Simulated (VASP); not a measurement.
A run of VASP 6.6.1:

Contents of INCAR:

```
SYSTEM = Sb
ALGO     = Normal         ! electronic algorithm
EDIFF    = 1E-7           ! SCF threshold, eV
ENCUT    = 520            ! plane-wave cutoff, eV
GGA      = PS             ! functional
ISIF     = 2              ! what is computed and relaxed
ISMEAR   = 1              ! smearing method
LASPH    = .TRUE.         ! aspherical terms in the spheres
LCHARG   = .FALSE.        ! write CHGCAR
LREAL    = .FALSE.        ! projectors in reciprocal space
LWAVE    = .FALSE.        ! write WAVECAR
NBANDS   = 8              ! bands
NELM     = 100            ! most SCF steps
PREC     = Accurate       ! precision mode
SIGMA    = 0.05           ! smearing width, eV
```

Contents of KPOINTS:

```
k-points
0
G
  15 15 15
  0 0 0
```

POSCAR

```
Sb
1.0
    3.0599517915      0.0000000000      0.0000000000
    0.0000000000      3.0599517915      0.0000000000
    0.0000000000      0.0000000000      3.0599517915
Sb
1
Direct
    0.0000000000      0.0000000000      0.0000000000
```

Potentials or basis: VASP PAW PBE potentials, release 64 (Sb).

Launch:

```console
$ cat potpaw_PBE.64/Sb/POTCAR > POTCAR
$ mpirun -np 1 vasp_std > vasp.out
```

Hardware: 1 thread of Intel(R) Xeon(R) Platinum 8488C (Sapphire Rapids) (shared host).

Question: Estimate the wall time of this run.

Answer: Wall time 7.7 s on 1 thread of Intel(R) Xeon(R) Platinum 8488C (Sapphire Rapids) (shared host), peak memory 0.15 GiB. Counts: scf iterations 10, k points 120.
